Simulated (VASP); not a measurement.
# GaAs (Fm-3m) in VASP: single point with PBE

Aim: the single point of GaAs with PBE.

Everything below comes from runs of VASP 6.6.1. Logs are shortened: lines on timing, memory, paths and dates and some standing lists are left out, and cuts for length are marked.

### 1 The cell of the first run

Symmetry: Fm-3m, No. 225, cubic system. The conventional cell has a = 5.329 Å, b = 5.329 Å, c = 5.329 Å, α = 90.00°, β = 90.00°, γ = 90.00°. Ga (site symmetry m-3m) has 6 As at 2.66 Å within 3.5 Å. As (site symmetry m-3m) has 6 Ga at 2.66 Å within 3.5 Å.

### 2 Single point, PBE

File INCAR:

```
SYSTEM = GaAs
ALGO = Normal
EDIFF = 1E-6
ENCUT = 500
GGA = PE
GGA_COMPAT = .FALSE.
ISIF = 2
ISMEAR = -1
LASPH = .TRUE.
LCHARG = .FALSE.
LREAL = .FALSE.
LWAVE = .FALSE.
NBANDS = 16
NELM = 120
PREC = Accurate
SIGMA = 0.02
```

File KPOINTS:

```
k-points
0
G
  6 6 6
  0 0 0
```

File POSCAR:

```
GaAs
1.0
    0.0000000000      2.6645247173      2.6645247173
    2.6645247173      0.0000000000      2.6645247173
    2.6645247173      2.6645247173      0.0000000000
Ga As
1 1
Direct
    0.0000000000      0.0000000000      0.0000000000
    0.5000000000      0.5000000000      0.5000000000
```

Potentials or basis: VASP PAW PBE potentials, release 64 (Ga_d, As).

Started as:

```
$ cat potpaw_PBE.64/Ga_d/POTCAR potpaw_PBE.64/As/POTCAR > POTCAR
$ mpirun -np 1 vasp_std > vasp.out
```

OUTCAR:

```text
SYSTEM = GaAs
   EDIFF = 1E-6
   ENCUT = 500
   GGA = PE
   ISIF = 2
   ISMEAR = -1
   LASPH = .TRUE.
   LREAL = .FALSE.
   NELM = 120
   PREC = Accurate

 ion  position               nearest neighbor table
   1  0.000  0.000  0.000-   2 2.66   2 2.66   2 2.66   2 2.66   2 2.66   2 2.66
   2  0.500  0.500  0.500-   1 2.66   1 2.66   1 2.66   1 2.66   1 2.66   1 2.66

  LATTYP: Found a face centered cubic cell.
 ALAT       =     5.3290494346

  Lattice vectors:

 A1 = (   0.0000000000,   2.6645247173,   2.6645247173)
 A2 = (   2.6645247173,   0.0000000000,   2.6645247173)
 A3 = (   2.6645247173,   2.6645247173,   0.0000000000)

Analysis of symmetry for initial positions (statically):
=====================================================================
 Subroutine PRICEL returns:
 Original cell was already a primitive cell.

 Routine SETGRP: Setting up the symmetry group for a
 face centered cubic supercell.

 Subroutine GETGRP returns: Found 48 space group operations
 (whereof 48 operations were pure point group operations)
 out of a pool of 48 trial point group operations.

The static configuration has the point symmetry O_h .

Analysis of symmetry for dynamics (positions and initial velocities):
=====================================================================
 Subroutine PRICEL returns:
 Original cell was already a primitive cell.

 Routine SETGRP: Setting up the symmetry group for a
 face centered cubic supercell.

 Subroutine GETGRP returns: Found 48 space group operations
 (whereof 48 operations were pure point group operations)
 out of a pool of 48 trial point group operations.

The dynamic configuration has the point symmetry O_h .

 Subroutine INISYM returns: Found 48 space group operations
 (whereof 48 operations are pure point group operations),
 and found     1 'primitive' translations

----------------------------------------------------------------------------------------

                                     Primitive cell

  volume of cell :      37.8346

  direct lattice vectors                    reciprocal lattice vectors
     0.000000000  2.664524717  2.664524717    -0.187650727  0.187650727  0.187650727
     2.664524717  0.000000000  2.664524717     0.187650727 -0.187650727  0.187650727
     2.664524717  2.664524717  0.000000000     0.187650727  0.187650727 -0.187650727

  length of vectors
     3.768206992  3.768206992  3.768206992     0.325020593  0.325020593  0.325020593

[... 70 lines left out ...]
   NELM   =    120;   NELMIN=  2; NELMDL= -5     # of ELM steps
   EDIFF  = 0.1E-05   stopping-criterion for ELM
   LREAL  =      F    real-space projection
   EDIFFG = 0.1E-04   stopping-criterion for IOM
   NSW    =      0    number of steps for IOM
   IBRION =     -1    ionic relax: 0-MD 1-quasi-New 2-CG
   NFREE  =      0    steps in history (QN), initial steepest desc. (CG)
   ISIF   =      2    stress and relaxation
   ISYM   =      2    0-nonsym 1-usesym 2-fastsym
   POTIM  = 0.5000    time-step for ionic-motion
   TEBEG  =    0.0;   TEEND  =   0.0 temperature during run
   PSTRESS=    0.0 pullay stress
   NELECT =      18.0000    total number of electrons
   NUPDOWN=      -1.0000    fix difference up-down
   EMIN   =  10.00;   EMAX   =-10.00  energy-range for DOS
   EFERMI =   0.00;   METHOD = LEGACY
   ISMEAR =    -1;   SIGMA  =   0.02  broadening in eV -4-tet -1-fermi 0-gaus
   EFERMI_NEDOS =   21; number of points for ismear=-14 and -15
   IALGO  =     38    algorithm
   IMIX   =      4    mixing-type and parameters
     AMIX     =   0.40;   BMIX     =  1.00
     AMIX_MAG =   1.60;   BMIX_MAG =  1.00
  volume/ion in A,a.u.               =      18.92       127.66
  Fermi-wavevector in a.u.,A,eV,Ry     =   1.278015  2.415098 22.222696  1.633322
  Thomas-Fermi vector in A             =   2.410582
   LORBIT       =      0    0 simple, 1 ext, 2 COOP (PROOUT), +10 PAW based schemes
   GGA     = PE    functional components
   LHFCALC =     F    Hartree Fock is set to
   AEXX    =    0.0000 exact exchange contribution
   IVDW    =     0    specifies the selected vdW correction
   LEPSILON=     F    determine dielectric tensor
   LRPA    =     F    only Hartree local field effects (RPA)
 non-spin polarized calculation
  energy-cutoff  :      500.00
  volume of cell :       37.83
 maximum number of plane-waves:       982
   NGX = 13   NGY = 13   NGZ = 13

 number of electron      17.9999983 magnetization

 Free energy of the ion-electron system (eV)
  ---------------------------------------------------
  ext. energy  EPLUGINS =         0.00000000
  ---------------------------------------------------
  free energy    TOTEN  =        -7.61707496 eV

  energy without entropy =       -7.61474906  energy(sigma->0) =       -7.61591201

 E-fermi :   5.6980     XC(G=0): -10.7603

 val. band max:        5.6485885471   @ k =   0.0000   0.0000   0.0000
 cond. band min:       5.7212291299   @ k =   0.3333   0.0000   0.0000
 fundamental gap:      0.0726405828
 Fermi energy:         5.6980097887

 k-point     1 :       0.0000    0.0000    0.0000
  band No.  band energies     occupation
      1      -9.2842      2.00000
      2      -9.2842      2.00000
      3      -9.2641      2.00000
      4      -9.2641      2.00000
      5      -9.2641      2.00000
      6      -7.7513      2.00000
[... 281 lines left out ...]
      3      -9.2724      2.00000
      4      -9.2358      2.00000
      5      -9.2153      2.00000
      6      -4.3092      2.00000
[... 8 lines left out ...]
     15      18.2485      0.00000
     16      21.4607      0.00000

------------------------ aborting loop because EDIFF is reached ----------------------------------------

  FORCE on cell =-STRESS in cart. coord.  units (eV):
  Direction    XX          YY          ZZ          XY          YZ          ZX
  --------------------------------------------------------------------------------------
  -------------------------------------------------------------------------------------
  Total        0.5989625      0.5989625      0.5989625      0.0000000      0.0000000     -0.0000000
  in kB       25.3641879     25.3641879     25.3641879      0.0000000      0.0000000     -0.0000000
  external PRESSURE =      25.3641879 kB  Pullay stress =       0.0000000 kB

 VOLUME and BASIS-vectors are now :
 -----------------------------------------------------------------------------
  energy-cutoff  :      500.00
  volume of cell :       37.83
      direct lattice vectors                 reciprocal lattice vectors
     0.000000000  2.664524717  2.664524717    -0.187650727  0.187650727  0.187650727
     2.664524717  0.000000000  2.664524717     0.187650727 -0.187650727  0.187650727
     2.664524717  2.664524717  0.000000000     0.187650727  0.187650727 -0.187650727

 POSITION                                       TOTAL-FORCE (eV/Angst)
 -----------------------------------------------------------------------------------
      0.00000      0.00000      0.00000         0.000000      0.000000      0.000000
      2.66452      2.66452      2.66452        -0.000000     -0.000000     -0.000000
 -----------------------------------------------------------------------------------
    total drift:                               -0.000000      0.000000      0.000000

  FREE ENERGIE OF THE ION-ELECTRON SYSTEM (eV)
  ---------------------------------------------------
  free  energy   TOTEN  =        -7.6170749599 eV

  energy  without entropy=       -7.6147490650  energy(sigma->0) =       -7.61591201
```

OSZICAR:

```text
N       E                     dE             d eps       ncg     rms          rms(c)
DAV:   1     0.819848422698E+02    0.81985E+02   -0.88444E+03   528   0.164E+03
DAV:   2    -0.172425073402E+01   -0.83709E+02   -0.79007E+02   592   0.320E+02
DAV:   3    -0.763405304024E+01   -0.59098E+01   -0.58270E+01   608   0.629E+01
DAV:   4    -0.771358965982E+01   -0.79537E-01   -0.79480E-01   624   0.800E+00
DAV:   5    -0.771467243692E+01   -0.10828E-02   -0.10827E-02   608   0.848E-01    0.234E+00
DAV:   6    -0.762200124702E+01    0.92671E-01   -0.16400E-01   728   0.749E+00    0.138E+00
DAV:   7    -0.761633687806E+01    0.56644E-02   -0.35395E-02   776   0.151E+00    0.493E-01
DAV:   8    -0.761700517446E+01   -0.66830E-03   -0.39541E-03   608   0.861E-01    0.755E-02
DAV:   9    -0.761707643844E+01   -0.71264E-04   -0.39395E-04   672   0.283E-01    0.518E-02
DAV:  10    -0.761707436709E+01    0.20713E-05   -0.13486E-05   616   0.314E-02    0.400E-02
DAV:  11    -0.761707480269E+01   -0.43560E-06   -0.11195E-05   600   0.284E-02    0.410E-03
DAV:  12    -0.761707495993E+01   -0.15724E-06   -0.36184E-07   392   0.480E-03
   1 F= -.76170750E+01 E0= -.76159120E+01  d E =-.232589E-02
```

stdout:

```text
POSCAR found type information on POSCAR GaAs
 POSCAR found :  2 types and       2 ions
 scaLAPACK will be used
 LDA part: xc-table for (Slater+PW92), standard interpolation
 POSCAR, INCAR and KPOINTS ok, starting setup
 FFT: planning ... GRIDC
 FFT: planning ... GRID_SOFT
 FFT: planning ... GRID
 WAVECAR not read
 entering main loop
```

It took 9.1 s on 1 thread of Intel Xeon 6975P-C, shared host; peak memory 0.15 GiB.

Results:

```yaml
Free_energy: -7.6171 eV
Pressure: 2.5 GPa
Band_gap_on_the_k_mesh: zero (band 9 reaches 6.26 eV, above the bottom of band 10 at 2.97 eV)
```

Levels at points of the mesh, in eV from the Fermi level:
| k point | band 5 | band 6 | band 7 | band 8 | band 9 | band 10 | band 11 | band 12 | band 13 | band 14 |
| --- | --- | --- | --- | --- | --- | --- | --- | --- | --- | --- |
| (0.00, 0.00, 0.00) | -14.96 | -13.45 | -0.05 | -0.05 | -0.05 | 0.08 | 7.22 | 7.22 | 7.22 | 7.66 |
| (0.50, 0.00, 0.00) | -14.93 | -11.05 | -7.89 | 0.16 | 0.16 | 2.63 | 2.84 | 2.84 | 4.29 | 12.37 |
| (0.50, 0.50, 0.00) | -14.91 | -10.12 | -5.79 | -3.72 | -2.73 | -2.73 | 3.43 | 10.21 | 10.21 | 12.25 |
